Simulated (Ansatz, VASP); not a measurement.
One calculation of SbAs4Au, two programs

```
Sb As Au
1.0
     0.00000    4.00325    4.00325
     4.00325    0.00000    4.00325
     4.00325    4.00325    0.00000
Sb As Au
1 4 1
Direct
  0.00000 0.00000 0.00000
  0.62077 0.62077 0.13769
  0.62077 0.13769 0.62077
  0.13769 0.62077 0.62077
  0.62077 0.62077 0.62077
  0.25000 0.25000 0.25000
```

Change from the starting cell: species swapped into the YbCu4Pd type (F-43m, No. 216).

Alike in both runs: functional PBE; k mesh 8 × 8 × 8; occupations gaussian, width 0.1 eV; no spin polarisation.

Ansatz relaxed the structure, and its values are those at the end. VASP's run is a single point on that final structure, the one shown.

|  | VASP | Ansatz |
| --- | --- | --- |
| version | VASP 6.6.1 | Ansatz 0.2.0 |
| potentials or method | VASP PAW PBE potentials, release 64 (Sb, As, Au), cutoff 520 eV | scalar-relativistic, plane waves, PAW |
| valence electrons in the cell | 36 | 94 |

```csv
,VASP,Ansatz,Ansatz less VASP
gap on the k mesh at the Fermi level (eV),none,none,-
pressure (GPa),0.0,0.0,-0.01
rms of the force components (eV/Å),0.008,0.001,-0.0070
```

A gap of «none» marks a metal or a gap that the smearing closes. VASP's potentials hold 36 valence electrons a cell and Ansatz's 94, so a difference there can come from the potentials and not from the codes.

Neither program's run includes spin-orbit coupling.
